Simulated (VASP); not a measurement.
Input of a VASP 6.6.1 run:

The input INCAR:

```
PREC = Accurate
ENCUT = 520
EDIFF = 1E-6
ISMEAR = 0
SIGMA = 0.02
LREAL = F
LASPH = T
NELM = 100
ALGO = Normal
ISIF = 2
LWAVE = F
LCHARG = F
GGA = PE
NBANDS = 31
```

The input KPOINTS:

```
Automatic mesh
0
Gamma
  6 6 6
```

Contents of POSCAR:

```
Al3InAs4
1.0
    5.8932681597      0.0000000000      0.0000000000
    0.0000000000      5.8932681597      0.0000000000
    0.0000000000      0.0000000000      5.8932681597
Al In As
3 1 4
Direct
    0.5000000000      0.0000000000      0.0000000000
    0.0000000000      0.0000000000      0.5000000000
    0.0000000000      0.5000000000      0.0000000000
    0.5000000000      0.5000000000      0.5000000000
    0.7606310000      0.2393690000      0.7606310000
    0.7606310000      0.7606310000      0.2393690000
    0.2393690000      0.2393690000      0.2393690000
    0.2393690000      0.7606310000      0.7606310000
```

Potentials or basis: VASP PAW PBE potentials, release 64 (Al, In_d, As).

The run is started by

```sh
$ cat potpaw_PBE.64/Al/POTCAR potpaw_PBE.64/In_d/POTCAR potpaw_PBE.64/As/POTCAR > POTCAR
$ mpirun -np 1 vasp_std > vasp.out
```

**Question.** What does it give for the largest force?

**Answer.** 0.011 eV/Å.

**Question.** Predict the band gap on the k mesh.

**Answer.** 0.96 eV, direct.

Forces on the atoms (eV/Å):
```
Al   0.000  0.000  0.000
Al   0.000  0.000  0.000
Al   0.000  0.000  0.000
In   0.000  0.000  0.000
As  -0.006  0.006 -0.006
As  -0.006 -0.006  0.006
As   0.006  0.006  0.006
As   0.006 -0.006 -0.006
```

Caveat: spin-orbit coupling is left out, which moves the levels of the heavy elements. A k mesh can miss the band edges.
